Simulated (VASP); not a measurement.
Here is a VASP 6.6.1 calculation.

The input INCAR:

```
PREC = Accurate
ENCUT = 520
EDIFF = 1E-6
ISMEAR = -1
SIGMA = 0.08
LREAL = False
LASPH = True
NELM = 100
ALGO = Normal
ISIF = 2
LWAVE = False
LCHARG = False
GGA = PE
NBANDS = 18
```

The input KPOINTS:

```
regular mesh
0
Gamma
  9 9 9
```

POSCAR

```
Si2W
1.0
    0.0000000000      2.8262004597      2.8262004597
    2.8262004597      0.0000000000      2.8262004597
    2.8262004597      2.8262004597      0.0000000000
W Si
1 2
Direct
    0.0000000000      0.0000000000      0.0000000000
    0.2500000000      0.2500000000      0.2500000000
    0.7500000000      0.7500000000      0.7500000000
```

Potentials or basis: VASP PAW PBE potentials, release 64 (W_sv, Si).

Command:

```bash
$ cat potpaw_PBE.64/W_sv/POTCAR potpaw_PBE.64/Si/POTCAR > POTCAR
$ mpirun -np 1 vasp_std > vasp.out
```

**Question.** Estimate the pressure.

**Answer.** 22.4 GPa.

**Question.** What does it give for the band gap on the k mesh?

**Answer.** Zero (band 11 reaches 11.29 eV, above the bottom of band 12 at 9.04 eV).

Caveat: spin-orbit coupling is left out, which moves the levels of the heavy elements.
